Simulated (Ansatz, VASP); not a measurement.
**MoS2 in VASP and in Ansatz**

The input INCAR:

```
SYSTEM = MoS2
PREC = Accurate
ENCUT = 520
EDIFF = 1E-6
ISMEAR = 0
SIGMA = 0.05
LREAL = .FALSE.
LASPH = .TRUE.
NELM = 80
ALGO = Normal
ISIF = 2
LWAVE = .FALSE.
LCHARG = .FALSE.
GGA = PE
IVDW = 12
NBANDS = 35
```

The input KPOINTS:

```
Automatic mesh
0
G
  12 12 4
  0 0 0
```

POSCAR

```
MoS2
1.0
    3.1493579417      0.0000000000      0.0000000000
   -1.5746789709      2.7274239831      0.0000000000
    0.0000000000      0.0000000000     12.0917670417
Mo S
2 4
Direct
    0.3333333333      0.6666666667      0.2500000000
    0.6666666667      0.3333333333      0.7500000000
    0.3200057392      0.6400114783      0.6254588542
    0.6533390725      0.3066781450      0.1254588542
    0.3466609275      0.6933218550      0.8745411458
    0.6799942608      0.3599885217      0.3745411458
```

Input for Ansatz:

```yaml
crystal:
  lattice:
    - [3.1493579417, 0.0, 0.0]
    - [-1.5746789709, 2.7274239831, 0.0]
    - [0.0, 0.0, 12.0917670417]
  atoms:
    - { symbol: Mo, position: [0.3333333333, 0.6666666667, 0.25] }
    - { symbol: Mo, position: [0.6666666667, 0.3333333333, 0.75] }
    - { symbol: S, position: [0.3200057392, 0.6400114783, 0.6254588542] }
    - { symbol: S, position: [0.6533390725, 0.306678145, 0.1254588542] }
    - { symbol: S, position: [0.3466609275, 0.693321855, 0.8745411458] }
    - { symbol: S, position: [0.6799942608, 0.3599885217, 0.3745411458] }
basis:
  ecutwfc: 420
kpoints:
  mp_grid: { grid: [12, 12, 4] }
hamiltonian:
  xc: pbe
  pseudopotentials: { kind: paw, azcp: { folder: soft_1 } }
  dispersion: d3bj
scf:
  occupations: { method: gaussian, width: 0.05 }
output:
  forces: true
  stress: true
  eigenvalues: true
  write_density: true
  write_potential: true
  elf: true
  volumetric_format: npy
```

Change from the starting cell: mode 10 frozen in at -0.073 Å and mode 16 at +0.060 Å (largest displacements).

Alike in both runs: task single point; functional PBE; dispersion D3(BJ); k mesh 12 × 12 × 4; occupations gaussian, width 0.05 eV; no spin polarisation.

|  | VASP | Ansatz |
| --- | --- | --- |
| version | VASP 6.6.1 | Ansatz 0.2.0 |
| potentials or method | VASP PAW PBE potentials, release 64 (Mo_sv, S), cutoff 520 eV | scalar-relativistic, plane waves, PAW |
| valence electrons in the cell | 52 | 52 |

```tsv
	VASP	Ansatz	Ansatz less VASP
gap on the k mesh at the Fermi level (eV)	0.71	0.69	-0.020
least direct gap on the mesh (eV)	1.60	1.59	-0.004
pressure (GPa)	6.6	6.8	+0.20
traceless stress, the component that is largest in VASP (GPa)	-7.12	-7.15	-0.032
rms of the force components (eV/Å)	0.732	0.741	+0.0090
```

Atom by atom the forces differ by 0.010 eV/Å (rms over components).
